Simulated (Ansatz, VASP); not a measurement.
# BaTe, level by level in two programs

```
CELL_PARAMETERS angstrom
0.00000 3.36391 3.36391
3.36391 0.00000 3.36391
3.36391 3.36391 0.00000
ATOMIC_POSITIONS crystal
Ba 0.00000 0.00000 0.00000
Te 0.50000 0.50000 0.50000
```

Single points on this cell with VASP 6.6.1 and Ansatz 0.2.0. Each row is one pair of runs. Alike in all rows: spin: off; k mesh: 7 × 7 × 7; smearing: fermi-dirac, width 0.05 eV.

```csv
level,"VASP's potentials, cutoff","Ansatz's potentials, cutoff","gap on the k mesh at the Fermi level (eV), VASP","gap on the k mesh at the Fermi level (eV), Ansatz","least direct gap on the mesh (eV), VASP","least direct gap on the mesh (eV), Ansatz","pressure (GPa), VASP","pressure (GPa), Ansatz"
LDA,"VASP PAW LDA potentials, release 64 (Ba_sv, Te), 520 eV","Ansatz PAW, 420 eV",1.15,1.27,1.53,1.60,3.0,2.5
PBE,"VASP PAW PBE potentials, release 64 (Ba_sv, Te), 520 eV","Ansatz PAW, 420 eV",1.27,1.38,1.65,1.71,6.3,5.8
r2SCAN,"VASP PAW PBE potentials, release 64 (Ba_sv, Te), 520 eV","Ansatz PAW, 500 eV",1.63,1.73,2.01,2.07,6.7,6.1
```

Gap on the k mesh at the fermi level (eV): the two programs differ by at most 0.118; least direct gap on the mesh (eV): the two programs differ by at most 0.076; pressure (GPa): the two programs differ by at most 0.57.

VASP's potentials hold 16 valence electrons a cell and Ansatz's 26, so a difference there can come from the potentials and not from the codes.

Neither program's run includes spin-orbit coupling. Noted on Ansatz's runs: odd divisions of the mesh miss points on the zone boundary, where band edges often lie, so the gap on the mesh can be too wide.
